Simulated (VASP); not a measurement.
Write the native input for VASP 6.6.1 that does the following.

* Task: single point
* Functional: PBE
* Dispersion: D3(BJ)
* Potentials or basis: VASP PAW PBE potentials, release 64 (Ru_pv, N)
* Cutoff: 520 eV
* k mesh: 6 × 6 × 1
* Occupations: gaussian, width 0.1 eV
* Spin: no spin polarisation
* Dipole correction: yes
* Further INCAR settings: ALGO = Normal; EDIFF = 1e-06; NBANDS = 132; NELMDL = -8

The structure of Ru8N lies in POSCAR:

```
Ru8N
1.0
    5.3951895594      0.0000000000      0.0000000000
   -2.6975947797      4.6723712167      0.0000000000
    0.0000000000      0.0000000000     25.0383144398
Ru N
16 2
Direct
    0.3333333333      0.1666666667      0.1597551628
    0.3333333333      0.6666666667      0.1597551628
    0.8333333333      0.1666666667      0.1597551628
    0.8333333333      0.6666666667      0.1597551628
    0.1666666667      0.3333333333      0.2449409688
    0.1666666667      0.8333333333      0.2449409688
    0.6666666667      0.3333333333      0.2449409688
    0.6666666667      0.8333333333      0.2449409688
    0.3333333333      0.1666666667      0.3299719610
    0.3333333333      0.6666666667      0.3299719610
    0.8333333333      0.1666666667      0.3299719610
    0.8333333333      0.6666666667      0.3299719610
    0.1666666667      0.3333333333      0.4128997766
    0.1666666667      0.8333333333      0.4128997766
    0.6666666667      0.3333333333      0.4128997766
    0.6666666667      0.8333333333      0.4128997766
    0.3333333333      0.4166666667      0.5327161488
    0.3333333333      0.4166666667      0.5766488185
```

One way to write it, as run:

INCAR

```
SYSTEM = Ru8N
PREC = Accurate
ENCUT = 520
EDIFF = 1E-6
ISMEAR = 0
SIGMA = 0.1
LREAL = .FALSE.
LASPH = .TRUE.
NELM = 120
ALGO = Normal
ISIF = 2
LWAVE = .FALSE.
LCHARG = .TRUE.
LDIPOL = .TRUE.
IDIPOL = 3
DIPOL = 0.5 0.5 0.317
GGA = PE
IVDW = 12
LELF = .TRUE.
LVHAR = .TRUE.
LVACPOTAV = .TRUE.
NBANDS = 132
GGA_COMPAT = .FALSE.
NELMDL = -8
```

KPOINTS

```
regular mesh
0
G
  6 6 1
  0 0 0
```

Potentials or basis: VASP PAW PBE potentials, release 64 (Ru_pv, N).

Command:

```sh
$ cat potpaw_PBE.64/Ru_pv/POTCAR potpaw_PBE.64/N/POTCAR > POTCAR
$ mpirun -np 1 vasp_std > vasp.out
```

Results of the run:

| Item | Value |
| --- | --- |
| Largest force | 2.270 eV/Å |
| Band gap on the k mesh | zero (bands 117 and 118 overlap by 1.25 eV) |
| Dispersion energy per atom | -0.421 eV |

Caveat: the standard files for N, O and F lose accuracy on very short bonds.

It took 43 min on 1 thread of Intel(R) Xeon(R) 6975P-C (Granite Rapids), on a shared host, peak memory 1.1 GiB.
